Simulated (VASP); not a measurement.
## SiRu4: relaxation of the atoms with PBE

The system is SiRu4, a slab with vacuum.

```
Ru Si
1.0
     2.71980    0.00000    0.00000
    -1.35990    2.35541    0.00000
     0.00000    0.00000   21.86634
Ru Si
4 1
Direct
  0.66667 0.33333 0.18293
  0.33333 0.66667 0.28118
  0.66667 0.33333 0.37908
  0.33333 0.66667 0.47408
  0.33333 0.66667 0.59207
```

```json
{
 "Program": "VASP 6.6.1",
 "Task": "relaxation of the atoms",
 "Functional": "PBE",
 "Potentials or basis": "VASP PAW PBE potentials, release 64 (Ru_pv, Si)",
 "Cutoff": "520 eV",
 "k mesh": "12 × 12 × 1",
 "Occupations": "gaussian, width 0.1 eV",
 "Spin": "no spin polarisation",
 "Dipole correction": "yes",
 "Atoms held fixed (from 0)": "[0, 1, 2, 3]",
 "Further INCAR settings": "ALGO = Normal; EDIFF = 1e-07; IBRION = 2; EDIFFG = -0.025; NSW = 36",
 "Atoms held along some axes (from 0)": "atom 4 along a and b"
}
```

The energy gained by relaxing is 13.1 meV/atom. The ionic steps are 4. The band gap on the k mesh is zero (bands 30 and 31 overlap by 2.22 eV).

Step by step:
```
step  energy change (eV)  largest force on free atoms (eV/Å)  pressure (GPa)
   1              0.0000                              0.7497           -3.61
   2             -0.0249                              0.6221           -3.42
   3             -0.0652                              0.0733           -2.67
   4             -0.0655                              0.0238           -2.54
```

Final structure:
```
CELL_PARAMETERS angstrom
2.71980 0.00000 0.00000
-1.35990 2.35541 0.00000
0.00000 0.00000 21.86634
ATOMIC_POSITIONS crystal
Ru 0.66667 0.33333 0.18293
Ru 0.33333 0.66667 0.28118
Ru 0.66667 0.33333 0.37908
Ru 0.33333 0.66667 0.47408
Si 0.33333 0.66667 0.58479
```

Levels at points of the mesh, in eV from the Fermi level:
```
           k point  band 28  band 29  band 30  band 31  band 32  band 33
(0.00, 0.00, 0.00)    -1.91    -0.91    -0.86    -0.86     0.11     0.11
(0.50, 0.00, 0.00)     0.10     0.57     1.31     1.37     1.57     1.87
```

It took 6.3 min on 1 thread of Intel(R) Xeon(R) Platinum 8375C CPU @ 2.90GHz (Ice Lake) (shared host), peak memory 0.29 GiB.
